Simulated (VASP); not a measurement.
# Gd (Pm-3m) in VASP: relaxation of cell and atoms with PBE

Aim: the relaxation of cell and atoms of Gd with PBE.

All numbers are computed with VASP 6.6.1; they aren't measurements. Logs are shortened: lines on timing, memory, paths and dates and some standing lists are left out, and cuts for length are marked.

### Step 1. The cell of the first run

Symmetry: Pm-3m, No. 221, cubic system. Conventional cell: a = 3.220 Å, b = 3.220 Å, c = 3.220 Å, α = 90.00°, β = 90.00°, γ = 90.00°. Within 4.2 Å of Gd (site symmetry m-3m) lie 6 Gd at 3.22 Å.

This isn't the form of Gd at room conditions, which is hcp.

### Step 2. Relaxation of cell and atoms, PBE, collinear spin, ferromagnetic start

INCAR reads:

```
SYSTEM = Gd
ALGO = Normal
EDIFF = 1E-7
EDIFFG = -0.005
ENCUT = 600
GGA = PE
GGA_COMPAT = .FALSE.
IBRION = 2
ISIF = 3
ISMEAR = -1
ISPIN = 2
LASPH = .TRUE.
LCHARG = .FALSE.
LMAXMIX = 6
LORBIT = 11
LREAL = .FALSE.
LWAVE = .FALSE.
MAGMOM = 7
NELM = 200
NELMIN = 4
NSW = 100
PREC = Accurate
SIGMA = 0.05
```

KPOINTS reads:

```
k-points
0
G
  10 10 10
  0 0 0
```

POSCAR reads:

```
Gd
1.0
    3.2195088072      0.0000000000      0.0000000000
    0.0000000000      3.2195088072      0.0000000000
    0.0000000000      0.0000000000      3.2195088072
Gd
1
Direct
    0.0000000000      0.0000000000      0.0000000000
```

Potentials or basis: VASP PAW PBE potentials, release 64 (Gd).

The run is started by

```console
$ cat potpaw_PBE.64/Gd/POTCAR > POTCAR
$ mpirun -np 1 vasp_std > vasp.out
```

OUTCAR:

```text
SYSTEM = Gd
   EDIFF = 1E-7
   EDIFFG = -0.005
   ENCUT = 600
   GGA = PE
   IBRION = 2
   ISIF = 3
   ISMEAR = -1
   ISPIN = 2
   LASPH = .TRUE.
   LORBIT = 11
   LREAL = .FALSE.
   NELM = 200
   NELMIN = 4
   NSW = 100
   PREC = Accurate

 ion  position               nearest neighbor table
   1  0.000  0.000  0.000-

  LATTYP: Found a simple cubic cell.
 ALAT       =     3.2195088072

  Lattice vectors:

 A1 = (   3.2195088072,   0.0000000000,   0.0000000000)
 A2 = (   0.0000000000,   3.2195088072,   0.0000000000)
 A3 = (   0.0000000000,   0.0000000000,   3.2195088072)

Analysis of symmetry for initial positions (statically):
=====================================================================
 Subroutine PRICEL returns:
 Original cell was already a primitive cell.

 Routine SETGRP: Setting up the symmetry group for a
 simple cubic supercell.

 Subroutine GETGRP returns: Found 48 space group operations
 (whereof 48 operations were pure point group operations)
 out of a pool of 48 trial point group operations.

The static configuration has the point symmetry O_h .

Analysis of symmetry for dynamics (positions and initial velocities):
=====================================================================
 Subroutine PRICEL returns:
 Original cell was already a primitive cell.

 Routine SETGRP: Setting up the symmetry group for a
 simple cubic supercell.

 Subroutine GETGRP returns: Found 48 space group operations
 (whereof 48 operations were pure point group operations)
 out of a pool of 48 trial point group operations.

The dynamic configuration has the point symmetry O_h .

Analysis of structural, dynamic, and magnetic symmetry:
=====================================================================
 Subroutine PRICEL returns:
 Original cell was already a primitive cell.

 Routine SETGRP: Setting up the symmetry group for a
 simple cubic supercell.

 Subroutine GETGRP returns: Found 48 space group operations
 (whereof 48 operations were pure point group operations)
 out of a pool of 48 trial point group operations.

The overall configuration has the point symmetry O_h .

 Subroutine INISYM returns: Found 48 space group operations
 (whereof 48 operations are pure point group operations),
 and found     1 'primitive' translations

----------------------------------------------------------------------------------------

                                     Primitive cell

  volume of cell :      33.3710

  direct lattice vectors                    reciprocal lattice vectors
     3.219508807  0.000000000  0.000000000     0.310606387  0.000000000  0.000000000
     0.000000000  3.219508807  0.000000000     0.000000000  0.310606387  0.000000000
     0.000000000  0.000000000  3.219508807     0.000000000  0.000000000  0.310606387

  length of vectors
     3.219508807  3.219508807  3.219508807     0.310606387  0.310606387  0.310606387

  position of ions in fractional coordinates (direct lattice)
     0.000000000  0.000000000  0.000000000

  ion indices of the primitive-cell ions
   primitive index   ion index
                 1           1

----------------------------------------------------------------------------------------

 KPOINTS: k-points

Automatic generation of k-mesh.
 Grid dimensions read from file:
 generate k-points for:   10   10   10

 Generating k-lattice:

  Cartesian coordinates                     Fractional coordinates (reciprocal lattice)
     0.031060639  0.000000000  0.000000000     0.100000000  0.000000000  0.000000000
     0.000000000  0.031060639  0.000000000     0.000000000  0.100000000  0.000000000
     0.000000000  0.000000000  0.031060639     0.000000000  0.000000000  0.100000000

  Length of vectors
     0.031060639  0.031060639  0.031060639

  Shift w.r.t. Gamma in fractional coordinates (k-lattice)
     0.000000000  0.000000000  0.000000000

 Subroutine IBZKPT returns following result:
 ===========================================

 Found     56 irreducible k-points:

 Following reciprocal coordinates:
            Coordinates               Weight
  0.000000  0.000000  0.000000      1.000000
  0.100000  0.000000  0.000000      6.000000
  0.200000  0.000000  0.000000      6.000000
  0.300000  0.000000  0.000000      6.000000
  0.400000  0.000000  0.000000      6.000000
  0.500000  0.000000  0.000000      3.000000
[... 16 lines left out ...]
  0.200000  0.100000  0.100000     24.000000
  0.300000  0.100000  0.100000     24.000000
 [... further k-points ...]
   k-points           NKPTS =     56   k-points in BZ     NKDIM =     56   number of bands    NBANDS=     17
   number of dos      NEDOS =    301   number of ions     NIONS =      1
   total plane-waves  NPLWV =  21952
   dimension x,y,z NGX =    28 NGY =   28 NGZ =   28
   dimension x,y,z NGXF=    56 NGYF=   56 NGZF=   56
   ions per type =               1
   NGX,Y,Z   is equivalent  to a cutoff of  14.46, 14.46, 14.46 a.u.
   NGXF,Y,Z  is equivalent  to a cutoff of  28.92, 28.92, 28.92 a.u.
 SYSTEM =  Gd
   PREC   = accura    normal or accurate (medium, high low for compatibility)
   ISTART =      0    job   : 0-new  1-cont  2-samecut
   ICHARG =      2    charge: 1-file 2-atom 10-const
   ISPIN  =      2    spin polarized calculation?
   LNONCOLLINEAR =      F non collinear calculations
   LSORBIT =      F    spin-orbit coupling
   LASPH  =      T    aspherical Exc in radial PAW
   ENCUT  =  600.0 eV  44.10 Ry    6.64 a.u.   6.43  6.43  6.43*2*pi/ulx,y,z
   NELM   =    200;   NELMIN=  4; NELMDL= -5     # of ELM steps
   EDIFF  = 0.1E-06   stopping-criterion for ELM
   LREAL  =      F    real-space projection
   EDIFFG = -.5E-02   stopping-criterion for IOM
   NSW    =    100    number of steps for IOM
   IBRION =      2    ionic relax: 0-MD 1-quasi-New 2-CG
   NFREE  =      1    steps in history (QN), initial steepest desc. (CG)
   ISIF   =      3    stress and relaxation
   ISYM   =      2    0-nonsym 1-usesym 2-fastsym
   POTIM  = 0.5000    time-step for ionic-motion
   TEBEG  =    0.0;   TEEND  =   0.0 temperature during run
   PSTRESS=    0.0 pullay stress
   NELECT =      18.0000    total number of electrons
   NUPDOWN=      -1.0000    fix difference up-down
   EMIN   =  10.00;   EMAX   =-10.00  energy-range for DOS
   EFERMI =   0.00;   METHOD = LEGACY
   ISMEAR =    -1;   SIGMA  =   0.05  broadening in eV -4-tet -1-fermi 0-gaus
   EFERMI_NEDOS =   21; number of points for ismear=-14 and -15
   IALGO  =     38    algorithm
   IMIX   =      4    mixing-type and parameters
     AMIX     =   0.40;   BMIX     =  1.00
     AMIX_MAG =   1.60;   BMIX_MAG =  1.00
  volume/ion in A,a.u.               =      33.37       225.20
  Fermi-wavevector in a.u.,A,eV,Ry     =   1.332629  2.518304 24.162601  1.775901
  Thomas-Fermi vector in A             =   2.461550
   LORBIT       =     11    0 simple, 1 ext, 2 COOP (PROOUT), +10 PAW based schemes
   GGA     = PE    functional components
   LHFCALC =     F    Hartree Fock is set to
   AEXX    =    0.0000 exact exchange contribution
   IVDW    =     0    specifies the selected vdW correction
   LEPSILON=     F    determine dielectric tensor
   LRPA    =     F    only Hartree local field effects (RPA)
 conjugate gradient relaxation of ions
 spin polarized calculation
  energy-cutoff  :      600.00
  volume of cell :       33.37
 maximum number of plane-waves:      1141
 NGX is ok and might be reduce to    28
   NGX = 13   NGY = 13   NGZ = 13

--------------------------------------- Ionic step        1  -------------------------------------------

 number of electron      18.0000009 magnetization       7.8768188

 Free energy of the ion-electron system (eV)
  ---------------------------------------------------
  ext. energy  EPLUGINS =         0.00000000
  ---------------------------------------------------
  free energy    TOTEN  =       -11.10536159 eV

  energy without entropy =      -11.09309305  energy(sigma->0) =      -11.09922732

------------------------ aborting loop because EDIFF is reached ----------------------------------------

  FORCE on cell =-STRESS in cart. coord.  units (eV):
  Direction    XX          YY          ZZ          XY          YZ          ZX
  --------------------------------------------------------------------------------------
  -------------------------------------------------------------------------------------
  Total        0.2415168      0.2415168      0.2415168     -0.0000000     -0.0000000     -0.0000000
  in kB       11.5954877     11.5954877     11.5954877     -0.0000000     -0.0000000     -0.0000000
  external PRESSURE =      11.5954877 kB  Pullay stress =       0.0000000 kB
[... 125 lines left out ...]
  energy  without entropy=      -11.0955057999  energy(sigma->0) =      -11.10259281

--------------------------------------- Ionic step        5  -------------------------------------------

 number of electron      17.9999998 magnetization       7.8810320

 Free energy of the ion-electron system (eV)
  ---------------------------------------------------
  ext. energy  EPLUGINS =         0.00000000
  ---------------------------------------------------
  free energy    TOTEN  =       -11.10968334 eV

  energy without entropy =      -11.09555613  energy(sigma->0) =      -11.10261974

 E-fermi :   2.6189     XC(G=0):  -9.6909

 val. band max:        2.5891843653   @ k =   0.5000   0.5000   0.1000
 cond. band min:       2.6250723285   @ k =   0.4000   0.4000   0.3000
 fundamental gap:      0.0358879631
 Fermi energy:         2.6188749047

 spin component 1

 k-point     1 :       0.0000    0.0000    0.0000
  band No.  band energies     occupation
      1     -42.8928      1.00000
      2     -19.8532      1.00000
      3     -19.8532      1.00000
      4     -19.8532      1.00000
      5      -2.4164      1.00000
      6      -2.4164      1.00000
[... 9 lines left out ...]
     16       8.0837      0.00000
     17       8.0837      0.00000
[... 445 lines left out ...]
      3     -19.8869      1.00000
      4     -19.8780      1.00000
      5      -2.4589      1.00000
      6      -2.4472      1.00000
[... 9 lines left out ...]
     16       5.7408      0.00000
     17       7.5115      0.00000

 [... further k-points ...]

 spin component 2

 k-point     1 :       0.0000    0.0000    0.0000
  band No.  band energies     occupation
      1     -39.5703      1.00000
      2     -17.3371      1.00000
      3     -17.3371      1.00000
      4     -17.3371      1.00000
      5      -1.1971      1.00000
      6       2.9364      0.00174
[... 9 lines left out ...]
     16       9.5361      0.00000
     17       9.5361      0.00000
[... 488 lines left out ...]
  FREE ENERGIE OF THE ION-ELECTRON SYSTEM (eV)
  ---------------------------------------------------
  free  energy   TOTEN  =       -11.1096833441 eV

  energy  without entropy=      -11.0955561278  energy(sigma->0) =      -11.10261974

 reached required accuracy - stopping structural energy minimisation

 total charge

# of ion       s       p       d       f       tot
--------------------------------------------------
    1        2.071   5.543   0.667   6.981  15.263

 magnetization (x)

# of ion       s       p       d       f       tot
--------------------------------------------------
    1        0.024  -0.070   0.382   6.814   7.150
```

Run time: 12 min. Hardware: 1 thread of Intel Xeon 8259CL, shared host; peak memory 0.24 GiB.

Results:

* Free energy: -11.1097 eV
* Relaxed volume: 34.70 Å³/atom
* Relaxed cell: a = 3.262 Å, b = 3.262 Å, c = 3.262 Å, α = 90.00°, β = 90.00°, γ = 90.00°
* Space group after relaxing (to 0.1 Å): Pm-3m (No. 221)
* Energy gained by relaxing: 4.3 meV/atom
* Ionic steps: 5
* Pressure after relaxing: 0.0 GPa
* Net moment: 7.88 μB per cell
* Site moments: Gd +7.15 μB
* Valence electrons inside the program's atomic spheres: Gd 15.26

The path:
| step | energy change (eV) | largest force (eV/Å) | pressure (GPa) | volume (Å³) |
| --- | --- | --- | --- | --- |
| 1 | 0.0000 | 0.0000 | 1.16 | 33.37 |
| 2 | -0.0043 | 0.0000 | 0.20 | 34.55 |
| 3 | -0.0043 | 0.0000 | -0.08 | 34.81 |
| 4 | -0.0043 | 0.0000 | -0.03 | 34.73 |
| 5 | -0.0043 | 0.0000 | -0.01 | 34.70 |

Final structure:
```
Gd
1.0
     3.26156    0.00000    0.00000
     0.00000    3.26156    0.00000
     0.00000    0.00000    3.26156
Gd
1
Cartesian
  0.0000 0.0000 0.0000
```

Levels at points of the mesh, in eV from the Fermi level:
Spin up:
```csv
k point,band 9,band 10,band 11,band 12,band 13,band 14,band 15,band 16,band 17
"(0.00, 0.00, 0.00)",-4.97,-4.97,-4.92,-4.76,-1.35,-1.35,5.46,5.46,5.46
"(0.50, 0.00, 0.00)",-4.95,-4.90,-4.90,-2.25,-0.62,0.33,2.55,2.55,5.78
"(0.50, 0.50, 0.00)",-4.98,-4.92,-4.89,-2.29,-0.47,3.16,3.16,3.95,3.95
"(0.50, 0.50, 0.50)",-4.94,-4.94,-4.94,-1.06,-1.06,-1.06,5.78,7.45,7.45
```
Spin down:
```tsv
k point	band 2	band 3	band 4	band 5	band 6	band 7	band 8	band 9
(0.00, 0.00, 0.00)	-19.96	-19.96	-19.96	-3.82	0.32	0.32	0.40	0.40
(0.50, 0.00, 0.00)	-20.99	-19.86	-19.86	-0.89	0.07	0.24	0.44	0.44
(0.50, 0.50, 0.00)	-20.83	-20.83	-19.76	-1.55	0.25	0.25	0.41	0.46
(0.50, 0.50, 0.50)	-20.69	-20.69	-20.69	-0.08	-0.08	-0.08	0.17	0.41
```

Caveat: spin-orbit coupling is left out, which moves the levels of the heavy elements; semilocal functionals describe open f shells poorly, which spoils levels, moments and volumes.
